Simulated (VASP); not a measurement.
The system is W.

```
W
1.0
    -1.62362    1.62362    1.62362
     1.62362   -1.62362    1.62362
     1.62362    1.62362   -1.62362
W
1
Direct
  0.00000 0.00000 0.00000
```

Base run:

* Program: VASP 6.6.1
* Functional: PBE
* Potentials or basis: VASP PAW PBE potentials, release 64 (W_sv)
* Cutoff: 500 eV
* k mesh: 8 × 8 × 8
* Occupations: fermi-dirac, width 0.1 eV
* Spin: no spin polarisation

Its results: band gap on the k mesh zero (band 7 reaches 14.99 eV, above the bottom of band 8 at 9.26 eV); pressure -15.4 GPa.

Task: The run is repeated on the same cell with these changes: k mesh from 8 × 8 × 8 to 4 × 4 × 4. What comes out?

Result: Band gap on the k mesh zero (band 7 reaches 15.09 eV, above the bottom of band 8 at 9.33 eV); pressure -16.0 GPa.

Caveats: some runs use coarse meshes; spin-orbit coupling is left out, which moves the levels of the heavy elements.
